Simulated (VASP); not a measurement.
A run of VASP 6.6.1 is set up as follows.

INCAR

```
AGGAC = 0.0
ALDAC = 0.0
ALGO = Normal
EDIFF = 1E-6
ENCUT = 520
GGA = PE
ISIF = 2
ISMEAR = -1
LASPH = True
LCHARG = True
LELF = True
LREAL = False
LVHAR = True
LWAVE = False
NBANDS = 13
NELM = 80
PREC = Accurate
SIGMA = 0.05
```

File KPOINTS:

```
k-points
0
Gamma
  9 9 9
```

Contents of POSCAR:

```
Pb
1.0
    0.0000000000      2.5235621278      2.5235621278
    2.5235621278      0.0000000000      2.5235621278
    2.5235621278      2.5235621278      0.0000000000
Pb
1
Direct
    0.0000000000      0.0000000000      0.0000000000
```

Potentials or basis: VASP PAW PBE potentials, release 64 (Pb_d).

Run with:

```console
$ cat potpaw_PBE.64/Pb_d/POTCAR > POTCAR
$ mpirun -np 1 vasp_std > vasp.out
```

Predict the pressure.

7.9 GPa.

Predict the band gap on the k mesh.

zero (band 7 reaches 14.96 eV, above the bottom of band 8 at 6.77 eV).

Caveat: spin-orbit coupling is left out, which moves the levels of the heavy elements.
